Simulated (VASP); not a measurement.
Input of a VASP 6.6.1 run:

File INCAR:

```
SYSTEM = Sn3O
PREC = Accurate
ENCUT = 520
EDIFF = 1E-7
ISMEAR = 0
SIGMA = 0.1
LREAL = .FALSE.
LASPH = .TRUE.
NELM = 60
ALGO = Normal
ISIF = 2
LWAVE = .FALSE.
LCHARG = .FALSE.
GGA = PS
NBANDS = 58
```

Contents of KPOINTS:

```
Automatic mesh
0
G
  6 6 6
  0 0 0
```

File POSCAR:

```
Sn3O
1.0
    5.7740190756      0.0000000000      0.0000000000
   -2.8870095378      5.0004472014      0.0000000000
    0.0000000000      0.0000000000      5.9838775716
Sn O
6 2
Direct
    0.3291157014      0.0000000000      0.0000000000
    0.3291157014      0.3291157014      0.5000000000
    0.0000000000      0.3291157014      0.0000000000
    0.6708842986      0.0000000000      0.5000000000
    0.6708842986      0.6708842986      0.0000000000
    0.0000000000      0.6708842986      0.5000000000
    0.3333333333      0.6666666667      0.2500000000
    0.6666666667      0.3333333333      0.7500000000
```

Potentials or basis: VASP PAW PBE potentials, release 64 (Sn_d, O).

Launch:

```sh
$ cat potpaw_PBE.64/Sn_d/POTCAR potpaw_PBE.64/O/POTCAR > POTCAR
$ mpirun -np 1 vasp_std > vasp.out
```

Predict the largest force.

0.009 eV/Å.

Estimate the pressure.

0.0 GPa.

What does it give for the band gap on the k mesh?

Zero (bands 48 and 49 overlap by 1.34 eV).

Forces in eV/Å, atoms in the order of the input:
```
Sn  -0.009  0.000  0.000
Sn  -0.004 -0.008  0.000
Sn   0.004 -0.008  0.000
Sn   0.009  0.000  0.000
Sn   0.004  0.008  0.000
Sn  -0.004  0.008  0.000
O    0.000  0.000  0.000
O    0.000  0.000  0.000
```

Caveat: the PAW data sets were made with another functional, which shifts forces and pressure a little; spin-orbit coupling is left out, which moves the levels of the heavy elements.
